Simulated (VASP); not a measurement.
Input of a VASP 6.6.1 run:

INCAR

```
  PREC = Accurate
  ENCUT = 520
  EDIFF = 1E-6
  ISMEAR = -1
  SIGMA = 0.02
  LREAL = F
  LASPH = T
  NELM = 100
  ALGO = Normal
  ISIF = 2
  LWAVE = F
  LCHARG = F
  GGA = PE
  NBANDS = 29
```

Contents of KPOINTS:

```
regular mesh
0
Gamma
  10 10 10
```

Contents of POSCAR:

```
Y2AlN3
1.0
   -1.6896008113      1.6896008113      6.8439318640
    1.6896008113     -1.6896008113      6.8439318640
    1.6896008113      1.6896008113     -6.8439318640
Y N Al
2 3 1
Direct
    0.8417428716      0.8417428716      0.0000000000
    0.1582571284      0.1582571284      0.0000000000
    0.6502634403      0.6502634403      0.0000000000
    0.0000000000      0.0000000000      0.0000000000
    0.3497365597      0.3497365597      0.0000000000
    0.5000000000      0.5000000000      0.0000000000
```

Potentials or basis: VASP PAW PBE potentials, release 64 (Y_sv, N, Al).

The run is started by

```sh
$ cat potpaw_PBE.64/Y_sv/POTCAR potpaw_PBE.64/N/POTCAR potpaw_PBE.64/Al/POTCAR > POTCAR
$ mpirun -np 1 vasp_std > vasp.out
```

(1) Estimate the largest force.

(2) What does it give for the band gap on the k mesh?

(3) Estimate the pressure.

Answers

(1) 0.107 eV/Å.

(2) 0.50 eV (least direct gap 0.67 eV).

(3) 1.9 GPa.

Caveat: semilocal functionals underestimate gaps, and a narrow one can read as zero.
